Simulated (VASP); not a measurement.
Al2O3: single point with r2SCAN

Crystal: Al2O3.

```
Al O
1.0
     2.76480    0.00000    0.00000
    -1.38240    2.39439    0.00000
     0.00000    0.00000    9.02244
Al O
2 3
Direct
  0.00000 0.00000 0.27795
  0.00000 0.00000 0.72205
  0.33333 0.66667 0.19945
  0.66667 0.33333 0.80055
  0.00000 0.00000 0.50000
```

This cell differs from its parent crystal: ratio of the length along z to the lengths across it x 1.3, volume and fractional coordinates fixed.

```
Program             : VASP 6.6.1
Task                : single point
Functional          : r2SCAN
Potentials or basis : VASP PAW PBE potentials, release 64 (Al, O)
Cutoff              : 520 eV
k mesh              : 12 × 12 × 4
Occupations         : gaussian, width 0.05 eV
Spin                : no spin polarisation
```

```json
{"Pressure": "3.8 GPa", "Largest force": "4.956 eV/Å", "Band gap on the k mesh": "zero (filled and empty bands touch)"}
```

Forces on the atoms (eV/Å):
```
Al   0.000  0.000  4.956
Al   0.000  0.000 -4.956
O    0.000  0.000  0.304
O    0.000  0.000 -0.304
O    0.000  0.000  0.000
```

Stress tensor (GPa, compression positive):
```
 34.89   0.00   0.00
  0.00  34.89   0.00
  0.00   0.00 -58.37
```

Levels at points of the mesh, in eV from the Fermi level:
```csv
k point,band 10,band 11,band 12,band 13,band 14,band 15
"(0.00, 0.00, 0.00)",-5.47,-0.40,-0.02,-0.02,2.39,4.39
"(0.50, 0.00, 0.00)",-4.71,-3.90,-0.77,1.50,3.02,5.38
"(0.00, 0.00, 0.50)",-5.68,-0.02,-0.02,0.13,1.59,5.31
"(0.50, 0.00, 0.50)",-4.71,-3.90,-0.77,1.64,2.83,5.12
```

Wall time 12 min on 1 thread of AMD EPYC 7R43 64-Core Processor (Zen 3), with other jobs on the host, peak memory 0.2 GiB.

Caveat: the cell stands under pressure; the PAW data sets were made with another functional, which shifts forces and pressure a little.
